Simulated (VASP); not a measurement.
# TiO2 (Anatase) (I4_1/amd) in VASP: a series of runs

Aim: see how the results for TiO2 (Anatase) move with the level of theory and the settings. Levels: PBE, r2SCAN. Tasks: single point, relaxation of cell and atoms.

Program: VASP 6.6.1. These are calculated values, not measurements. Logs are shortened: lines on timing, memory, paths and dates and some standing lists are left out, and cuts for length are marked.

## (1) The cell of the first run

Symmetry: I4_1/amd, No. 141, tetragonal system. Conventional cell: a = 3.799 Å, b = 3.799 Å, c = 9.700 Å, α = 90.00°, β = 90.00°, γ = 90.00°. Within 2.6 Å of Ti (site symmetry -4m2) lie 6 O at 1.95 to 2.00 Å. O (site symmetry 2mm) has 3 Ti at 1.95 to 2.00 Å and 2 O at 2.47 Å within 2.6 Å.

## (2) Single point, PBE

INCAR reads:

```
  ALGO = Normal
  EDIFF = 1E-6
  ENCUT = 520
  GGA = PE
  ISIF = 2
  ISMEAR = -1
  LASPH = True
  LCHARG = True
  LELF = True
  LREAL = False
  LVHAR = True
  LWAVE = False
  NBANDS = 33
  NELM = 100
  PREC = Accurate
  SIGMA = 0.02
```

KPOINTS reads:

```
k-points
0
Gamma
  8 8 8
```

POSCAR reads:

```
TiO2
1.0
   -1.8994431232      1.8994431232      4.8500954596
    1.8994431232     -1.8994431232      4.8500954596
    1.8994431232      1.8994431232     -4.8500954596
Ti O
2 4
Direct
    0.0000000000      0.0000000000      0.0000000000
    0.7500000000      0.2500000000      0.5000000000
    0.2064602605      0.2064602605      0.0000000000
    0.9564602605      0.4564602605      0.5000000000
    0.5435397395      0.0435397395      0.5000000000
    0.7935397395      0.7935397395      0.0000000000
```

Potentials or basis: VASP PAW PBE potentials, release 64 (Ti_sv, O).

On the command line:

```console
$ cat potpaw_PBE.64/Ti_sv/POTCAR potpaw_PBE.64/O/POTCAR > POTCAR
$ mpirun -np 1 vasp_std > vasp.out
```

OUTCAR:

```text
EDIFF = 1E-6
   ENCUT = 520
   GGA = PE
   ISIF = 2
   ISMEAR = -1
   LASPH = True
   LREAL = False
   NELM = 100
   PREC = Accurate

 ion  position               nearest neighbor table
   1  0.000  0.000  0.000-   5 1.95   4 1.95   5 1.95   4 1.95   3 2.00   6 2.00
   2  0.750  0.250  0.500-   6 1.95   3 1.95   6 1.95   3 1.95   4 2.00   5 2.00
   3  0.206  0.206  0.000-   2 1.95   2 1.95   1 2.00
   4  0.956  0.456  0.500-   1 1.95   1 1.95   2 2.00
   5  0.544  0.044  0.500-   1 1.95   1 1.95   2 2.00
   6  0.794  0.794  0.000-   2 1.95   2 1.95   1 2.00

  LATTYP: Found a body centered tetragonal cell.
 ALAT       =     3.7988862464
 C/A-ratio  =     2.5534302135

  Lattice vectors:

 A1 = (  -1.8994431232,   1.8994431232,   4.8500954596)
 A2 = (   1.8994431232,  -1.8994431232,   4.8500954596)
 A3 = (   1.8994431232,   1.8994431232,  -4.8500954596)

Analysis of symmetry for initial positions (statically):
=====================================================================
 Subroutine PRICEL returns:
 Original cell was already a primitive cell.

 Routine SETGRP: Setting up the symmetry group for a
 body centered tetragonal supercell.

 Subroutine GETGRP returns: Found 16 space group operations
 (whereof  8 operations were pure point group operations)
 out of a pool of 16 trial point group operations.

The static configuration has the point symmetry D_2d.
 The point group associated with its full space group is D_4h.

Analysis of symmetry for dynamics (positions and initial velocities):
=====================================================================
 Subroutine PRICEL returns:
 Original cell was already a primitive cell.

 Routine SETGRP: Setting up the symmetry group for a
 body centered tetragonal supercell.

 Subroutine GETGRP returns: Found 16 space group operations
 (whereof  8 operations were pure point group operations)
 out of a pool of 16 trial point group operations.

The dynamic configuration has the point symmetry D_2d.
 The point group associated with its full space group is D_4h.

 Subroutine INISYM returns: Found 16 space group operations
 (whereof  8 operations are pure point group operations),
 and found     1 'primitive' translations

----------------------------------------------------------------------------------------

                                     Primitive cell

  volume of cell :      69.9943

  direct lattice vectors                    reciprocal lattice vectors
    -1.899443123  1.899443123  4.850095460     0.000000000  0.263235047  0.103090754
     1.899443123 -1.899443123  4.850095460     0.263235047  0.000000000  0.103090754
     1.899443123  1.899443123 -4.850095460     0.263235047  0.263235047  0.000000000

  length of vectors
     5.544293853  5.544293853  5.544293853     0.282701952  0.282701952  0.372270574

  position of ions in fractional coordinates (direct lattice)
     0.000000000  0.000000000  0.000000000
     0.750000000  0.250000000  0.500000000
     0.206460261  0.206460261  0.000000000
     0.956460261  0.456460261  0.500000000
     0.543539739  0.043539739  0.500000000
     0.793539739  0.793539739  0.000000000

  ion indices of the primitive-cell ions
   primitive index   ion index
                 1           1
                 2           2
                 3           3
                 4           4
                 5           5
                 6           6

----------------------------------------------------------------------------------------

 KPOINTS: k-points

Automatic generation of k-mesh.
 Grid dimensions read from file:
 generate k-points for:    8    8    8

 Generating k-lattice:

  Cartesian coordinates                     Fractional coordinates (reciprocal lattice)
     0.000000000  0.032904381  0.012886344     0.125000000 -0.000000000  0.000000000
     0.032904381  0.000000000  0.012886344    -0.000000000  0.125000000  0.000000000
     0.032904381  0.032904381  0.000000000     0.000000000  0.000000000  0.125000000

  Length of vectors
     0.035337744  0.035337744  0.046533822

  Shift w.r.t. Gamma in fractional coordinates (k-lattice)
     0.000000000  0.000000000  0.000000000

 Subroutine IBZKPT returns following result:
 ===========================================

 Found     59 irreducible k-points:

 Following reciprocal coordinates:
            Coordinates               Weight
  0.000000  0.000000  0.000000      1.000000
  0.125000  0.000000 -0.000000      8.000000
  0.250000  0.000000 -0.000000      8.000000
  0.375000  0.000000 -0.000000      8.000000
  0.500000  0.000000 -0.000000      4.000000
  0.125000  0.125000 -0.000000      8.000000
[... 16 lines left out ...]
  0.250000  0.125000  0.125000     16.000000
  0.375000  0.125000  0.125000      8.000000
 [... further k-points ...]
   k-points           NKPTS =     59   k-points in BZ     NKDIM =     59   number of bands    NBANDS=     33
   number of dos      NEDOS =    301   number of ions     NIONS =      6
   total plane-waves  NPLWV =  74088
   dimension x,y,z NGX =    42 NGY =   42 NGZ =   42
   dimension x,y,z NGXF=    84 NGYF=   84 NGZF=   84
   ions per type =               2   4
   NGX,Y,Z   is equivalent  to a cutoff of  12.59, 12.59, 12.59 a.u.
   NGXF,Y,Z  is equivalent  to a cutoff of  25.19, 25.19, 25.19 a.u.
 SYSTEM =  unknown system
   PREC   = accura    normal or accurate (medium, high low for compatibility)
   ISTART =      0    job   : 0-new  1-cont  2-samecut
   ICHARG =      2    charge: 1-file 2-atom 10-const
   ISPIN  =      1    spin polarized calculation?
   LNONCOLLINEAR =      F non collinear calculations
   LSORBIT =      F    spin-orbit coupling
   LASPH  =      T    aspherical Exc in radial PAW
   ENCUT  =  520.0 eV  38.22 Ry    6.18 a.u.  10.31 10.31 10.31*2*pi/ulx,y,z
   NELM   =    100;   NELMIN=  2; NELMDL= -5     # of ELM steps
   EDIFF  = 0.1E-05   stopping-criterion for ELM
   LREAL  =      F    real-space projection
   EDIFFG = 0.1E-04   stopping-criterion for IOM
   NSW    =      0    number of steps for IOM
   IBRION =     -1    ionic relax: 0-MD 1-quasi-New 2-CG
   NFREE  =      0    steps in history (QN), initial steepest desc. (CG)
   ISIF   =      2    stress and relaxation
   ISYM   =      2    0-nonsym 1-usesym 2-fastsym
   POTIM  = 0.5000    time-step for ionic-motion
   TEBEG  =    0.0;   TEEND  =   0.0 temperature during run
   PSTRESS=    0.0 pullay stress
   NELECT =      48.0000    total number of electrons
   NUPDOWN=      -1.0000    fix difference up-down
   EMIN   =  10.00;   EMAX   =-10.00  energy-range for DOS
   EFERMI =   0.00;   METHOD = LEGACY
   ISMEAR =    -1;   SIGMA  =   0.02  broadening in eV -4-tet -1-fermi 0-gaus
   EFERMI_NEDOS =   21; number of points for ismear=-14 and -15
   IALGO  =     38    algorithm
   IMIX   =      4    mixing-type and parameters
     AMIX     =   0.40;   BMIX     =  1.00
     AMIX_MAG =   1.60;   BMIX_MAG =  1.00
  volume/ion in A,a.u.               =      11.67        78.72
  Fermi-wavevector in a.u.,A,eV,Ry     =   1.443669  2.728139 28.356992  2.084180
  Thomas-Fermi vector in A             =   2.562051
   LORBIT       =      0    0 simple, 1 ext, 2 COOP (PROOUT), +10 PAW based schemes
   GGA     = PE    functional components
   LHFCALC =     F    Hartree Fock is set to
   AEXX    =    0.0000 exact exchange contribution
   IVDW    =     0    specifies the selected vdW correction
   LEPSILON=     F    determine dielectric tensor
   LRPA    =     F    only Hartree local field effects (RPA)
 non-spin polarized calculation
  energy-cutoff  :      520.00
  volume of cell :       69.99
 maximum number of plane-waves:      1897
 NGX is ok and might be reduce to    42
   NGX = 21   NGY = 21   NGZ = 21

 number of electron      47.9999996 magnetization

 Free energy of the ion-electron system (eV)
  ---------------------------------------------------
  ext. energy  EPLUGINS =         0.00000000
  ---------------------------------------------------
  free energy    TOTEN  =       -53.86478291 eV

  energy without entropy =      -53.86478291  energy(sigma->0) =      -53.86478291

 E-fermi :   3.5754     XC(G=0): -10.5922

 val. band max:        3.1184921250   @ k =  -0.3750   0.3750   0.0000
 cond. band min:       5.2540305469   @ k =   0.0000   0.0000   0.0000
 fundamental gap:      2.1355384219
 Fermi energy:         3.5754463251

 k-point     1 :       0.0000    0.0000    0.0000
  band No.  band energies     occupation
      1     -53.3148      2.00000
      2     -53.2637      2.00000
      3     -29.7435      2.00000
      4     -29.5249      2.00000
      5     -29.5249      2.00000
      6     -29.4636      2.00000
[... 25 lines left out ...]
     32       8.2019      0.00000
     33       8.3435      0.00000

 k-point     2 :       0.1250    0.0000   -0.0000
  band No.  band energies     occupation
      1     -53.3130      2.00000
      2     -53.2649      2.00000
      3     -29.7394      2.00000
      4     -29.5428      2.00000
      5     -29.5262      2.00000
      6     -29.4712      2.00000
[... 25 lines left out ...]
     32       8.4733      0.00000
     33       8.7250      0.00000

 k-point     3 :       0.2500    0.0000   -0.0000
  band No.  band energies     occupation
      1     -53.3084      2.00000
      2     -53.2680      2.00000
      3     -29.7298      2.00000
      4     -29.5841      2.00000
      5     -29.5289      2.00000
      6     -29.4869      2.00000
[... 25 lines left out ...]
     32       8.8465      0.00000
     33       9.1733      0.00000

 k-point     4 :       0.3750    0.0000   -0.0000
  band No.  band energies     occupation
      1     -53.3028      2.00000
      2     -53.2722      2.00000
      3     -29.7199      2.00000
      4     -29.6253      2.00000
      5     -29.5312      2.00000
      6     -29.4974      2.00000
[... 673 lines left out ...]
     32       9.5397      0.00000
     33       9.9401      0.00000

 k-point    23 :       0.2500    0.1250    0.1250
  band No.  band energies     occupation
      1     -53.2982      2.00000
      2     -53.2746      2.00000
      3     -29.7191      2.00000
      4     -29.6441      2.00000
      5     -29.5639      2.00000
      6     -29.5260      2.00000
[... 25 lines left out ...]
     32       9.5854      0.00000
     33      10.0828      0.00000

 k-point    24 :       0.3750    0.1250    0.1250
  band No.  band energies     occupation
      1     -53.2951      2.00000
      2     -53.2771      2.00000
      3     -29.7140      2.00000
      4     -29.6612      2.00000
      5     -29.5655      2.00000
      6     -29.5318      2.00000
[... 25 lines left out ...]
     32       9.5645      0.00000
     33      10.1325      0.00000

 [... further k-points ...]
[... 5 lines left out ...]
  --------------------------------------------------------------------------------------
  -------------------------------------------------------------------------------------
  Total        0.2788309      0.2788309      0.3031207      0.0000000     -0.0000000      0.0000000
  in kB        6.3824672      6.3824672      6.9384629      0.0000000     -0.0000000      0.0000000
  external PRESSURE =       6.5677991 kB  Pullay stress =       0.0000000 kB

 VOLUME and BASIS-vectors are now :
 -----------------------------------------------------------------------------
  energy-cutoff  :      520.00
  volume of cell :       69.99
      direct lattice vectors                 reciprocal lattice vectors
    -1.899443123  1.899443123  4.850095460     0.000000000  0.263235047  0.103090754
     1.899443123 -1.899443123  4.850095460     0.263235047  0.000000000  0.103090754
     1.899443123  1.899443123 -4.850095460     0.263235047  0.263235047  0.000000000

 POSITION                                       TOTAL-FORCE (eV/Angst)
 -----------------------------------------------------------------------------------
      0.00000      0.00000      0.00000        -0.000000     -0.000000     -0.000000
      0.00000      1.89944      2.42505        -0.000000     -0.000000     -0.000000
      0.00000      0.00000      2.00270        -0.000000      0.000000      0.018391
      0.00000      1.89944      4.42775         0.000000     -0.000000      0.018391
      0.00000      1.89944      0.42234         0.000000     -0.000000     -0.018391
      0.00000      0.00000      7.69749        -0.000000      0.000000     -0.018391
 -----------------------------------------------------------------------------------
    total drift:                                0.000000     -0.000000      0.000000

  FREE ENERGIE OF THE ION-ELECTRON SYSTEM (eV)
  ---------------------------------------------------
  free  energy   TOTEN  =       -53.8647829124 eV

  energy  without entropy=      -53.8647829124  energy(sigma->0) =      -53.86478291
```

Run time: 3.4 min. Hardware: 1 thread of Intel Xeon Platinum 8488C (Sapphire Rapids), shared host; peak memory 0.31 GiB.

What came out:

```yaml
Free_energy: -53.8648 eV
Pressure: 0.7 GPa
Largest_force: 0.018 eV/Å
Band_gap_on_the_k_mesh: 2.14 eV, indirect (least direct gap 2.41 eV)
```

Forces on the atoms (eV/Å):
```
Ti   0.000  0.000  0.000
Ti   0.000  0.000  0.000
O    0.000  0.000  0.018
O    0.000  0.000  0.018
O    0.000  0.000 -0.018
O    0.000  0.000 -0.018
```

Levels at points of the mesh, in eV from the valence-band top:
```tsv
k point	band 20	band 21	band 22	band 23	band 24	band 25	band 26	band 27	band 28	band 29
(0.00, 0.00, 0.00)	-0.77	-0.77	-0.76	-0.39	-0.39	2.14	2.80	3.99	3.99	4.00
(0.50, 0.00, 0.00)	-1.87	-1.85	-0.85	-0.82	-0.61	3.21	3.48	3.54	3.55	4.22
(0.50, 0.50, 0.00)	-2.54	-1.95	-1.95	-0.02	-0.02	3.24	3.24	3.71	3.71	4.80
(0.50, 0.50, 0.50)	-1.30	-1.21	-1.21	-0.07	-0.07	2.46	2.46	3.72	3.72	4.28
```

A k mesh can miss the band edges. PBE gaps usually lie below the measured ones, often by a third to a half.

## (3) Relaxation of cell and atoms, PBE

This run uses another cell than the first one, of 11.35 Å³/atom, 0.973 times its volume.

INCAR reads:

```
SYSTEM = TiO2
  PREC = Accurate
  ENCUT = 600
  EDIFF = 1E-6
  ISMEAR = -1
  SIGMA = 0.02
  LREAL = .FALSE.
  LASPH = .TRUE.
  NELM = 100
  ALGO = Normal
  ISIF = 3
  LWAVE = .FALSE.
  LCHARG = .FALSE.
  GGA = PE
  IBRION = 2
  NSW = 80
  EDIFFG = -0.005
```

KPOINTS reads:

```
Automatic mesh
0
G
  8 8 8
  0 0 0
```

POSCAR reads:

```
TiO2
1.0
   -1.8921000000      1.8921000000      4.7573000000
    1.8921000000     -1.8921000000      4.7573000000
    1.8921000000      1.8921000000     -4.7573000000
Ti O
2 4
Direct
    0.0000000000      0.0000000000      0.0000000000
    0.7500000000      0.2500000000      0.5000000000
    0.2081000000      0.2081000000      0.0000000000
    0.9581000000      0.4581000000      0.5000000000
    0.5419000000      0.0419000000      0.5000000000
    0.7919000000      0.7919000000      0.0000000000
```

Potentials or basis: VASP PAW PBE potentials, release 64 (Ti_sv, O).

On the command line:

```console
$ cat potpaw_PBE.64/Ti_sv/POTCAR potpaw_PBE.64/O/POTCAR > POTCAR
$ mpirun -np 1 vasp_std > vasp.out
```

Wall time 24 min (1 thread of Intel Xeon Platinum 8488C (Sapphire Rapids), shared host); peak memory 0.42 GiB.

The run converged. Its results:

* Free energy: -53.8690 eV
* Relaxed volume: 11.69 Å³/atom
* Relaxed cell: a = 5.547 Å, b = 5.547 Å, c = 5.547 Å, α = 139.91°, β = 139.91°, γ = 57.99°
* Space group after relaxing (to 0.05 Å): I4_1/amd (No. 141)
* Energy gained by relaxing: 5.7 meV/atom
* Ionic steps: 14
* Pressure after relaxing: 0.0 GPa
* Band gap on the k mesh: 2.13 eV, indirect (least direct gap 2.40 eV)

The path:
| step | energy change (eV) | largest force (eV/Å) | pressure (GPa) | volume (Å³) |
| --- | --- | --- | --- | --- |
| 1 | 0.0000 | 0.1230 | 5.68 | 68.13 |
| 2 | 0.0191 | 0.3201 | -6.31 | 72.17 |
| 3 | -0.0307 | 0.0862 | 0.04 | 69.86 |
| 4 | -0.0307 | 0.0821 | 0.11 | 69.83 |
| 5 | -0.0317 | 0.0438 | 0.12 | 69.91 |
| 6 | -0.0323 | 0.0070 | 0.05 | 70.01 |
| 7 | -0.0330 | 0.0001 | -0.08 | 70.08 |
| 8 | -0.0339 | 0.0215 | -0.44 | 70.27 |
| 9 | -0.0341 | 0.0029 | 0.31 | 70.05 |
| 10 | -0.0342 | 0.0066 | 0.03 | 70.14 |
| 11 | -0.0342 | 0.0072 | 0.02 | 70.14 |
| 12 | -0.0341 | 0.0151 | -0.17 | 70.21 |
| 13 | -0.0342 | 0.0074 | -0.02 | 70.15 |
| 14 | -0.0342 | 0.0016 | 0.01 | 70.14 |

Final structure:
```
Ti O
1.0
    -1.90118    1.90118    4.85152
     1.90118   -1.90118    4.85152
     1.90118    1.90118   -4.85152
Ti O
2 4
Direct
  0.00000 0.00000 0.00000
  0.75000 0.25000 0.50000
  0.20657 0.20657 0.00000
  0.95657 0.45657 0.50000
  0.54343 0.04343 0.50000
  0.79343 0.79343 0.00000
```

Levels at points of the mesh, in eV from the valence-band top:
| k point | band 20 | band 21 | band 22 | band 23 | band 24 | band 25 | band 26 | band 27 | band 28 |
| --- | --- | --- | --- | --- | --- | --- | --- | --- | --- |
| (0.00, 0.00, 0.00) | -0.77 | -0.77 | -0.76 | -0.39 | -0.39 | 2.13 | 2.79 | 3.97 | 3.97 |
| (0.50, 0.00, 0.00) | -1.87 | -1.85 | -0.85 | -0.82 | -0.61 | 3.20 | 3.47 | 3.52 | 3.54 |
| (0.50, 0.50, 0.00) | -2.53 | -1.95 | -1.95 | -0.02 | -0.02 | 3.23 | 3.23 | 3.70 | 3.70 |
| (0.50, 0.50, 0.50) | -1.30 | -1.21 | -1.21 | -0.07 | -0.07 | 2.45 | 2.45 | 3.70 | 3.70 |

A k mesh can miss the band edges. PBE usually gives volumes a little too large and moduli too small.

## (4) Single point, PBE

This run uses another cell than the first one, of 11.40 Å³/atom, 0.977 times its volume.

INCAR reads:

```
PREC = Accurate ; ENCUT = 520
EDIFF = 1E-6 ; ISMEAR = 0
SIGMA = 0.01 ; LREAL = F
LASPH = T ; NELM = 80
ALGO = Normal ; ISIF = 2
LWAVE = F ; LCHARG = F
GGA = PE ; NBANDS = 33
```

KPOINTS reads:

```
regular mesh
0
Gamma
  6 6 6
```

POSCAR reads:

```
TiO2
1.0
   -1.8888992763      1.8888992763      4.7917248637
    1.8888992763     -1.8888992763      4.7917248637
    1.8888992763      1.8888992763     -4.7917248637
Ti O
2 4
Direct
    0.0000000000      0.0000000000      0.0000000000
    0.7500000000      0.2500000000      0.5000000000
    0.2072851857      0.2072851857      0.0000000000
    0.9572851857      0.4572851857      0.5000000000
    0.5427148143      0.0427148143      0.5000000000
    0.7927148143      0.7927148143      0.0000000000
```

On the command line:

```console
$ cat potpaw_PBE.64/Ti_sv/POTCAR potpaw_PBE.64/O/POTCAR > POTCAR
$ mpirun -np 1 vasp_std > vasp.out
```

It took 1.8 min on 1 thread of Intel Xeon Platinum 8559C (Emerald Rapids), shared host; peak memory 0.27 GiB.

It converged, with:

* Free energy: -53.8342 eV
* Pressure: 5.4 GPa
* Largest force: 0.106 eV/Å
* Band gap on the k mesh: 2.17 eV, indirect (least direct gap 2.46 eV)

Forces on the atoms (eV/Å):
```
Ti   0.000  0.000  0.000
Ti   0.000  0.000  0.000
O    0.000  0.000  0.106
O    0.000  0.000  0.106
O    0.000  0.000 -0.106
O    0.000  0.000 -0.106
```

Stress tensor (GPa, compression positive):
```
5.22 0.00 0.00
0.00 5.22 0.00
0.00 0.00 5.71
```

Levels at points of the mesh, in eV from the valence-band top:
```tsv
k point	band 22	band 23	band 24	band 25	band 26	band 27
(0.00, 0.00, 0.00)	-0.73	-0.41	-0.41	2.17	2.89	4.07
(0.50, 0.00, 0.00)	-0.89	-0.79	-0.60	3.29	3.59	3.62
(0.50, 0.50, 0.00)	-2.00	0.00	0.00	3.36	3.36	3.84
(0.50, 0.50, 0.50)	-1.21	-0.06	-0.06	2.52	2.52	3.82
```

(Part 1 of 2 ends here.)
